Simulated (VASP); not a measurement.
Wanted: the native input for a VASP 6.6.1 run.

```yaml
Task: single point
Functional: r2SCAN
Potentials_or_basis: VASP PAW PBE potentials, release 64 (Sn_d, Se)
Cutoff: 520 eV
k_mesh: 12 × 12 × 4
Occupations: gaussian, width 0.01 eV
Spin: no spin polarisation
Dipole_correction: no
Further_INCAR_settings: ALGO = Normal; EDIFF = 1e-06; NBANDS = 20
```

The system is SnSe2.

```
Sn Se
1.0
     3.82515    0.00000    0.00000
    -1.91257    3.31268    0.00000
     0.00000    0.00000    5.97800
Sn Se
1 2
Cartesian
  0.0000 0.0000 0.0000
  0.0000 2.2085 1.5679
  1.9126 1.1042 4.4101
```

This cell differs from its parent crystal: uniaxial z strain -4.0%.

The input as run:

POSCAR

```
SnSe2
1.0
    3.8251493298      0.0000000000      0.0000000000
   -1.9125746649      3.3126764929      0.0000000000
    0.0000000000      0.0000000000      5.9779959018
Sn Se
1 2
Direct
    0.0000000000      0.0000000000      0.0000000000
    0.3333333333      0.6666666667      0.2622803274
    0.6666666667      0.3333333333      0.7377196726
```

INCAR.step1

```
SYSTEM = SnSe2
  PREC = Accurate
  ENCUT = 520
  ISMEAR = 0
  SIGMA = 0.01
  LREAL = .False.
  LASPH = .True.
  NELM = 100
  NBANDS = 20
  GGA = PE
  ALGO = Normal
  EDIFF = 1E-4
  LWAVE = .True.
  LCHARG = .False.
```

INCAR.step2

```
SYSTEM = SnSe2
  PREC = Accurate
  ENCUT = 520
  EDIFF = 1E-6
  ISMEAR = 0
  SIGMA = 0.01
  LREAL = .False.
  LASPH = .True.
  NELM = 100
  ALGO = Normal
  ISIF = 2
  LWAVE = .False.
  LCHARG = .True.
  METAGGA = R2SCAN
  LMIXTAU = .True.
  LELF = .True.
  LVHAR = .True.
  NBANDS = 20
  ISTART = 1
```

KPOINTS

```
regular mesh
0
Gamma
  12 12 4
  0 0 0
```

Potentials or basis: VASP PAW PBE potentials, release 64 (Sn_d, Se).

Launch:

```console
$ cat potpaw_PBE.64/Sn_d/POTCAR potpaw_PBE.64/Se/POTCAR > POTCAR
$ cp INCAR.step1 INCAR
$ mpirun -np 1 vasp_std > vasp.out
$ cp INCAR.step2 INCAR
$ mpirun -np 1 vasp_std > vasp.out
```

Results of the run:

The pressure is 2.0 GPa and the largest force is 0.021 eV/Å. The band gap on the k mesh is 0.80 eV, indirect (least direct gap 1.26 eV).

Caveat: the cell differs from its parent crystal (uniaxial z strain -4.0%); the PAW data sets were made with another functional, which shifts forces and pressure a little; spin-orbit coupling is left out, which moves the levels of the heavy elements.

It took 5.4 min on 1 thread of AMD EPYC 9R45 (Zen 5), with other jobs on the host, peak memory 0.23 GiB.
